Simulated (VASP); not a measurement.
Crystal: LaIn.

```
CELL_PARAMETERS angstrom
3.95408 0.00000 0.00000
0.00000 3.95408 0.00000
0.00000 0.00000 3.95408
ATOMIC_POSITIONS crystal
La 0.50000 0.50000 0.50000
In 0.00000 0.00000 0.00000
```

| Quantity | Value |
| --- | --- |
| Program | VASP 6.6.1 |
| Task | relaxation of cell and atoms |
| Functional | PBEsol |
| Potentials or basis | VASP PAW PBE potentials, release 64 (La, In_d) |
| Cutoff | 600 eV |
| k mesh | 7 × 7 × 7 |
| Occupations | fermi-dirac, width 0.05 eV |
| Spin | no spin polarisation |

At the start: pressure -2.2 GPa; volume 30.91 Å³/atom.

Task: Where does the relaxation end?

Result: Over 3 steps the energy falls by 10.0 meV/atom and the volume is 29.53 Å³/atom (-4.5 %); space group Pm-3m (No. 221, to 0.1 Å) before and after.

Step by step:
| step | energy change (eV) | largest force (eV/Å) | pressure (GPa) | volume (Å³) |
| --- | --- | --- | --- | --- |
| 1 | 0.0000 | 0.0000 | -2.24 | 61.82 |
| 2 | -0.0169 | 0.0000 | 0.98 | 58.04 |
| 3 | -0.0200 | 0.0000 | 0.00 | 59.06 |

Final structure:
```
CELL_PARAMETERS angstrom
3.89434 0.00000 0.00000
0.00000 3.89434 0.00000
0.00000 0.00000 3.89434
ATOMIC_POSITIONS crystal
La 0.50000 0.50000 0.50000
In 0.00000 0.00000 0.00000
```

Caveat: the PAW data sets were made with another functional, which shifts forces and pressure a little.
